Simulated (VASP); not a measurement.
Input of a VASP 6.6.1 run:

Contents of INCAR:

```
SYSTEM = Ta
PREC = Accurate ; ENCUT = 520
EDIFF = 1E-6 ; ISMEAR = -1
SIGMA = 0.1 ; LREAL = .False.
LASPH = .True. ; NELM = 100
ALGO = Normal ; ISIF = 2
LWAVE = .False. ; LCHARG = .False.
GGA = PE ; NBANDS = 18
```

Contents of KPOINTS:

```
Automatic mesh
0
Gamma
  10 10 10
  0 0 0
```

File POSCAR:

```
Ta
1.0
    0.0000000000      3.0931300662      3.0931300662
    3.0931300662      0.0000000000      3.0931300662
    3.0931300662      3.0931300662      0.0000000000
Ta
2
Direct
    0.1250000000      0.1250000000      0.1250000000
    0.8750000000      0.8750000000      0.8750000000
```

Potentials or basis: VASP PAW PBE potentials, release 64 (Ta_pv).

Run with:

```console
$ cat potpaw_PBE.64/Ta_pv/POTCAR > POTCAR
$ mpirun -np 1 vasp_std > vasp.out
```

(1) Estimate the pressure.

(2) Predict the band gap on the k mesh.

Results:

(1) -2.5 GPa.

(2) zero (bands 11 and 12 overlap by 0.77 eV).

Caveat: spin-orbit coupling is left out, which moves the levels of the heavy elements.
